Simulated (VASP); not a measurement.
Here is a VASP 6.6.1 calculation.

File INCAR:

```
PREC = Accurate
ENCUT = 520
EDIFF = 1E-6
ISMEAR = 0
SIGMA = 0.1
LREAL = False
LASPH = True
NELM = 80
ALGO = Fast
ISIF = 2
LWAVE = False
LCHARG = False
GGA = PE
NBANDS = 28
```

The input KPOINTS:

```
Automatic mesh
0
Gamma
  8 8 8
```

The input POSCAR:

```
K3Ge
1.0
    5.5261860282      0.0000000000      0.0000000000
    0.0000000000      5.5261860282      0.0000000000
    0.0000000000      0.0000000000      5.5259466047
K Ge
3 1
Direct
    0.0000000000      0.5000000000      0.5000000000
    0.5000000000      0.0000000000      0.5000000000
    0.5000000000      0.5000000000      0.0000000000
    0.0000000000      0.0000000000      0.0000000000
```

Potentials or basis: VASP PAW PBE potentials, release 64 (K_sv, Ge_d).

Run with:

```console
$ cat potpaw_PBE.64/K_sv/POTCAR potpaw_PBE.64/Ge_d/POTCAR > POTCAR
$ mpirun -np 1 vasp_std > vasp.out
```

Task: What does it give for the pressure?

Result: -0.1 GPa.

Task: Estimate the band gap on the k mesh.

Result: Zero (an odd number of electrons rules out a gap without spin polarisation).
